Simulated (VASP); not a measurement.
# Sc (P6_3/mmc) in VASP: notebook

The runs below take Sc through single point, relaxation of volume and atoms at fixed shape, with r2SCAN+D3(BJ).

All numbers are computed with VASP 6.6.1; they aren't measurements. Logs are shortened: lines on timing, memory, paths and dates and some standing lists are left out, and cuts for length are marked.

## Step 1: The cell of the first run

It takes space group P6_3/mmc (No. 194, hexagonal). Conventional cell: a = 3.284 Å, b = 3.284 Å, c = 5.234 Å, α = 90.00°, β = 90.00°, γ = 120.00°. Within 4.3 Å of Sc (site symmetry -6m2) lie 12 Sc at 3.23 to 3.28 Å.

## Step 2: Single point, r2SCAN+D3(BJ)

POSCAR

```
Sc
1.0
    3.2841935450      0.0000000000      0.0000000000
   -1.6420967725      2.8441950409      0.0000000000
    0.0000000000      0.0000000000      5.2337678526
Sc
2
Direct
    0.3333333333      0.6666666667      0.2500000000
    0.6666666667      0.3333333333      0.7500000000
```

INCAR.step1

```
PREC = Accurate
ENCUT = 520
ISMEAR = -1
SIGMA = 0.1
LREAL = F
LASPH = T
NELM = 100
NBANDS = 18
GGA = PE
ALGO = Normal
EDIFF = 1E-4
LWAVE = T
LCHARG = F
```

INCAR.step2

```
PREC = Accurate
ENCUT = 520
EDIFF = 1E-6
ISMEAR = -1
SIGMA = 0.1
LREAL = F
LASPH = T
NELM = 100
ALGO = Normal
ISIF = 2
LWAVE = F
LCHARG = T
METAGGA = R2SCAN
LMIXTAU = T
IVDW = 12
VDW_S6 = 1.0
VDW_S8 = 0.78981345
VDW_A1 = 0.49484001
VDW_A2 = 5.73083694
LELF = T
LVHAR = T
NBANDS = 18
ISTART = 1
```

KPOINTS

```
Automatic mesh
0
Gamma
  8 8 4
```

Potentials or basis: VASP PAW PBE potentials, release 64 (Sc_sv).

Command:

```bash
$ cat potpaw_PBE.64/Sc_sv/POTCAR > POTCAR
$ cp INCAR.step1 INCAR
$ mpirun -np 1 vasp_std > vasp.out
$ cp INCAR.step2 INCAR
$ mpirun -np 1 vasp_std > vasp.out
```

OUTCAR:

```text
PREC = Accurate
   ENCUT = 520
   EDIFF = 1E-6
   ISMEAR = -1
   LREAL = F
   LASPH = T
   NELM = 100
   ISIF = 2
   METAGGA = R2SCAN
   IVDW = 12
   ISTART = 1
 IVDW          = 12

 ion  position               nearest neighbor table
   1  0.333  0.667  0.250-   2 3.23   2 3.23   2 3.23   2 3.23   2 3.23   2 3.23
   2  0.667  0.333  0.750-   1 3.23   1 3.23   1 3.23   1 3.23   1 3.23   1 3.23

  LATTYP: Found a hexagonal cell.
 ALAT       =     3.2841935450
 C/A-ratio  =     1.5936234515

  Lattice vectors:

 A1 = (   3.2841935450,   0.0000000000,   0.0000000000)
 A2 = (  -1.6420967725,   2.8441950409,   0.0000000000)
 A3 = (   0.0000000000,   0.0000000000,   5.2337678526)

Analysis of symmetry for initial positions (statically):
=====================================================================
 Subroutine PRICEL returns:
 Original cell was already a primitive cell.

 Routine SETGRP: Setting up the symmetry group for a
 hexagonal supercell.

 Subroutine GETGRP returns: Found 24 space group operations
 (whereof 12 operations were pure point group operations)
 out of a pool of 24 trial point group operations.

The static configuration has the point symmetry D_3d.
 The point group associated with its full space group is D_6h.

Analysis of symmetry for dynamics (positions and initial velocities):
=====================================================================
 Subroutine PRICEL returns:
 Original cell was already a primitive cell.

 Routine SETGRP: Setting up the symmetry group for a
 hexagonal supercell.

 Subroutine GETGRP returns: Found 24 space group operations
 (whereof 12 operations were pure point group operations)
 out of a pool of 24 trial point group operations.

The dynamic configuration has the point symmetry D_3d.
 The point group associated with its full space group is D_6h.

 Subroutine INISYM returns: Found 24 space group operations
 (whereof 12 operations are pure point group operations),
 and found     1 'primitive' translations

----------------------------------------------------------------------------------------

                                     Primitive cell

  volume of cell :      48.8880

  direct lattice vectors                    reciprocal lattice vectors
     3.284193545  0.000000000  0.000000000     0.304488754  0.175796664  0.000000000
    -1.642096772  2.844195041  0.000000000     0.000000000  0.351593328  0.000000000
     0.000000000  0.000000000  5.233767853     0.000000000  0.000000000  0.191066938

  length of vectors
     3.284193545  3.284193545  5.233767853     0.351593328  0.351593328  0.191066938

  position of ions in fractional coordinates (direct lattice)
     0.333333333  0.666666667  0.250000000
     0.666666667  0.333333333  0.750000000

  ion indices of the primitive-cell ions
   primitive index   ion index
                 1           1
                 2           2

----------------------------------------------------------------------------------------

 KPOINTS: Automatic mesh

Automatic generation of k-mesh.
 Grid dimensions read from file:
 generate k-points for:    8    8    4

 Generating k-lattice:

  Cartesian coordinates                     Fractional coordinates (reciprocal lattice)
     0.038061094  0.021974583  0.000000000     0.125000000 -0.000000000  0.000000000
     0.000000000  0.043949166  0.000000000     0.000000000  0.125000000  0.000000000
     0.000000000  0.000000000  0.047766735     0.000000000  0.000000000  0.250000000

  Length of vectors
     0.043949166  0.043949166  0.047766735

  Shift w.r.t. Gamma in fractional coordinates (k-lattice)
     0.000000000  0.000000000  0.000000000

 Subroutine IBZKPT returns following result:
 ===========================================

 Found     30 irreducible k-points:

 Following reciprocal coordinates:
            Coordinates               Weight
  0.000000  0.000000  0.000000      1.000000
  0.125000 -0.000000  0.000000      6.000000
  0.250000 -0.000000  0.000000      6.000000
  0.375000 -0.000000  0.000000      6.000000
  0.500000 -0.000000  0.000000      3.000000
  0.125000  0.125000  0.000000      6.000000
[... 16 lines left out ...]
  0.250000 -0.000000  0.500000      6.000000
  0.375000 -0.000000  0.500000      6.000000
 [... further k-points ...]
   k-points           NKPTS =     30   k-points in BZ     NKDIM =     30   number of bands    NBANDS=     18
   number of dos      NEDOS =    301   number of ions     NIONS =      2
   total plane-waves  NPLWV =  23040
   dimension x,y,z NGX =    24 NGY =   24 NGZ =   40
   dimension x,y,z NGXF=    48 NGYF=   48 NGZF=   80
   ions per type =               2
   NGX,Y,Z   is equivalent  to a cutoff of  12.15, 12.15, 12.71 a.u.
   NGXF,Y,Z  is equivalent  to a cutoff of  24.30, 24.30, 25.41 a.u.
 SYSTEM =  unknown system
   PREC   = accura    normal or accurate (medium, high low for compatibility)
   ISTART =      1    job   : 0-new  1-cont  2-samecut
   ICHARG =      0    charge: 1-file 2-atom 10-const
   ISPIN  =      1    spin polarized calculation?
   LNONCOLLINEAR =      F non collinear calculations
   LSORBIT =      F    spin-orbit coupling
   LASPH  =      T    aspherical Exc in radial PAW
   ENCUT  =  520.0 eV  38.22 Ry    6.18 a.u.   6.11  6.11  9.73*2*pi/ulx,y,z
   NELM   =    100;   NELMIN=  2; NELMDL=  0     # of ELM steps
   EDIFF  = 0.1E-05   stopping-criterion for ELM
   LREAL  =      F    real-space projection
   EDIFFG = 0.1E-04   stopping-criterion for IOM
   NSW    =      0    number of steps for IOM
   IBRION =     -1    ionic relax: 0-MD 1-quasi-New 2-CG
   NFREE  =      0    steps in history (QN), initial steepest desc. (CG)
   ISIF   =      2    stress and relaxation
   ISYM   =      2    0-nonsym 1-usesym 2-fastsym
   POTIM  = 0.5000    time-step for ionic-motion
   TEBEG  =    0.0;   TEEND  =   0.0 temperature during run
   PSTRESS=    0.0 pullay stress
   NELECT =      22.0000    total number of electrons
   NUPDOWN=      -1.0000    fix difference up-down
   EMIN   =  10.00;   EMAX   =-10.00  energy-range for DOS
   EFERMI =   0.00;   METHOD = LEGACY
   ISMEAR =    -1;   SIGMA  =   0.10  broadening in eV -4-tet -1-fermi 0-gaus
   EFERMI_NEDOS =   21; number of points for ismear=-14 and -15
   IALGO  =     38    algorithm
   IMIX   =      4    mixing-type and parameters
     AMIX     =   0.40;   BMIX     =  1.00
     AMIX_MAG =   1.60;   BMIX_MAG =  1.00
  volume/ion in A,a.u.               =      24.44       164.96
  Fermi-wavevector in a.u.,A,eV,Ry     =   1.254531  2.370721 21.413516  1.573849
  Thomas-Fermi vector in A             =   2.388332
   LORBIT       =      0    0 simple, 1 ext, 2 COOP (PROOUT), +10 PAW based schemes
   METAGGA = R2SCAN    functional components
   LHFCALC =     F    Hartree Fock is set to
   AEXX    =    0.0000 exact exchange contribution
   IVDW    =    12    specifies the selected vdW correction
   LEPSILON=     F    determine dielectric tensor
   LRPA    =     F    only Hartree local field effects (RPA)
 non-spin polarized calculation
  energy-cutoff  :      520.00
  volume of cell :       48.89
 maximum number of plane-waves:      1330
   NGX = 13   NGY = 13   NGZ = 19

 number of electron      22.0000001 magnetization

 Free energy of the ion-electron system (eV)
  ---------------------------------------------------
  ext. energy  EPLUGINS =         0.00000000
  ---------------------------------------------------
  free energy    TOTEN  =       -22.76823821 eV

  energy without entropy =      -22.65296232  energy(sigma->0) =      -22.71060026

 E-fermi :   3.7776     XC(G=0): -10.6409

 val. band max:        3.7113250541   @ k =   0.2500  -0.0000   0.2500
 cond. band min:       3.7974848088   @ k =   0.1250   0.1250   0.2500
 fundamental gap:      0.0861597547
 Fermi energy:         3.7776416145

 k-point     1 :       0.0000    0.0000    0.0000
  band No.  band energies     occupation
      1     -47.7157      2.00000
      2     -47.6452      2.00000
      3     -25.5813      2.00000
      4     -25.2087      2.00000
      5     -25.2086      2.00000
      6     -25.1467      2.00000
[... 10 lines left out ...]
     17       6.4773      0.00000
     18       6.4773      0.00000

 k-point     2 :       0.1250   -0.0000    0.0000
  band No.  band energies     occupation
      1     -47.7077      2.00000
      2     -47.6419      2.00000
      3     -25.5598      2.00000
      4     -25.2525      2.00000
      5     -25.2230      2.00000
      6     -25.1920      2.00000
[... 10 lines left out ...]
     17       6.2680      0.00000
     18       6.3065      0.00000

 k-point     3 :       0.2500   -0.0000    0.0000
  band No.  band energies     occupation
      1     -47.6875      2.00000
      2     -47.6350      2.00000
      3     -25.5022      2.00000
      4     -25.3598      2.00000
      5     -25.2973      2.00000
      6     -25.2558      2.00000
[... 10 lines left out ...]
     17       6.6645      0.00000
     18       6.9278      0.00000

 k-point     4 :       0.3750   -0.0000    0.0000
  band No.  band energies     occupation
      1     -47.6648      2.00000
      2     -47.6305      2.00000
      3     -25.4684      2.00000
      4     -25.4294      2.00000
      5     -25.3975      2.00000
      6     -25.2871      2.00000
[... 10 lines left out ...]
     17       7.5170      0.00000
     18       7.6773      0.00000

 k-point     5 :       0.5000   -0.0000    0.0000
  band No.  band energies     occupation
      1     -47.6535      2.00000
      2     -47.6305      2.00000
      3     -25.5136      2.00000
      4     -25.4378      2.00000
      5     -25.3869      2.00000
      6     -25.2998      2.00000
[... 10 lines left out ...]
     17       8.1242      0.00000
     18       8.1408      0.00000

 k-point     6 :       0.1250    0.1250    0.0000
  band No.  band energies     occupation
      1     -47.6936      2.00000
      2     -47.6369      2.00000
      3     -25.5201      2.00000
      4     -25.3137      2.00000
      5     -25.2908      2.00000
      6     -25.2278      2.00000
[... 10 lines left out ...]
     17       6.4067      0.00000
     18       6.8281      0.00000

 k-point     7 :       0.2500    0.1250    0.0000
  band No.  band energies     occupation
      1     -47.6719      2.00000
      2     -47.6314      2.00000
      3     -25.4537      2.00000
      4     -25.4133      2.00000
      5     -25.3718      2.00000
      6     -25.2782      2.00000
[... 10 lines left out ...]
     17       7.2683      0.00000
     18       7.6400      0.00000

 k-point     8 :       0.3750    0.1250    0.0000
  band No.  band energies     occupation
      1     -47.6535      2.00000
      2     -47.6304      2.00000
      3     -25.4893      2.00000
      4     -25.4188      2.00000
      5     -25.3878      2.00000
      6     -25.3182      2.00000
[... 10 lines left out ...]
     17       7.8909      0.00000
     18       8.0361      0.00000
[... 229 lines left out ...]
     17       7.4724      0.00000
     18       8.0890      0.00000

 k-point    20 :       0.3750    0.2500    0.2500
  band No.  band energies     occupation
      1     -47.6414      2.00000
      2     -47.6346      2.00000
      3     -25.4843      2.00000
      4     -25.4499      2.00000
      5     -25.4001      2.00000
      6     -25.3148      2.00000
[... 10 lines left out ...]
     17       7.6242      0.00000
     18       7.9134      0.00000

 k-point    21 :       0.0000    0.0000    0.5000
  band No.  band energies     occupation
      1     -47.6806      2.00000
      2     -47.6806      2.00000
      3     -25.3628      2.00000
      4     -25.3628      2.00000
      5     -25.1778      2.00000
      6     -25.1778      2.00000
[... 10 lines left out ...]
     17       7.4727      0.00000
     18       7.4727      0.00000

 k-point    22 :       0.1250   -0.0000    0.5000
  band No.  band energies     occupation
      1     -47.6749      2.00000
      2     -47.6749      2.00000
      3     -25.3728      2.00000
      4     -25.3728      2.00000
      5     -25.2051      2.00000
      6     -25.2051      2.00000
[... 10 lines left out ...]
     17       7.4369      0.00000
     18       7.4370      0.00000

 k-point    23 :       0.2500   -0.0000    0.5000
  band No.  band energies     occupation
      1     -47.6613      2.00000
      2     -47.6613      2.00000
      3     -25.4253      2.00000
      4     -25.4253      2.00000
      5     -25.2416      2.00000
      6     -25.2416      2.00000
[... 10 lines left out ...]
     17       7.4525      0.00000
     18       7.4815      0.00000

 k-point    24 :       0.3750   -0.0000    0.5000
  band No.  band energies     occupation
      1     -47.6476      2.00000
      2     -47.6476      2.00000
      3     -25.5066      2.00000
      4     -25.5066      2.00000
      5     -25.2476      2.00000
      6     -25.2476      2.00000
[... 10 lines left out ...]
     17       7.7809      0.00000
     18       7.8656      0.00000

 [... further k-points ...]

------------------------ aborting loop because EDIFF is reached ----------------------------------------

 Edisp (eV)   -0.37213

 E8    (eV) :    -0.1460

  FORCE on cell =-STRESS in cart. coord.  units (eV):
  Direction    XX          YY          ZZ          XY          YZ          ZX
  --------------------------------------------------------------------------------------
  -------------------------------------------------------------------------------------
  Total       0.22916     0.22916    -0.26308     0.00000    -0.00000     0.00000
  in kB       7.51017     7.51017    -8.62162     0.00000    -0.00000     0.00000
  external pressure =        2.13 kB  Pullay stress =        0.00 kB

 VOLUME and BASIS-vectors are now :
 -----------------------------------------------------------------------------
  energy-cutoff  :      520.00
  volume of cell :       48.89
      direct lattice vectors                 reciprocal lattice vectors
     3.284193545  0.000000000  0.000000000     0.304488754  0.175796664  0.000000000
    -1.642096772  2.844195041  0.000000000     0.000000000  0.351593328  0.000000000
     0.000000000  0.000000000  5.233767853     0.000000000  0.000000000  0.191066938

 POSITION                                       TOTAL-FORCE (eV/Angst)
 -----------------------------------------------------------------------------------
     -0.00000      1.89613      1.30844        -0.000000      0.000000     -0.000000
      1.64210      0.94807      3.92533         0.000000      0.000000      0.000000
 -----------------------------------------------------------------------------------
    total drift:                               -0.000000      0.000000     -0.000000

  FREE ENERGIE OF THE ION-ELECTRON SYSTEM (eV)
  ---------------------------------------------------
  free  energy   TOTEN  =       -23.1403681617 eV

  energy  without entropy=      -23.0250922780  energy(sigma->0) =      -23.08273022
```

Wall time 38 s (1 thread of Intel Xeon 6975P-C (Granite Rapids), shared host); peak memory 0.16 GiB.

Results:

| Property | Result |
| --- | --- |
| Free energy | -23.1404 eV |
| Pressure | 0.2 GPa |
| Band gap on the k mesh | zero (band 11 reaches 4.80 eV, above the bottom of band 12 at 3.28 eV) |
| Dispersion energy per atom | -0.186 eV |

Caveat: the PAW data sets were made with another functional, which shifts forces and pressure a little; pairwise dispersion overbinds metals, which lowers pressure and volume.

[end of part 1 of 2]
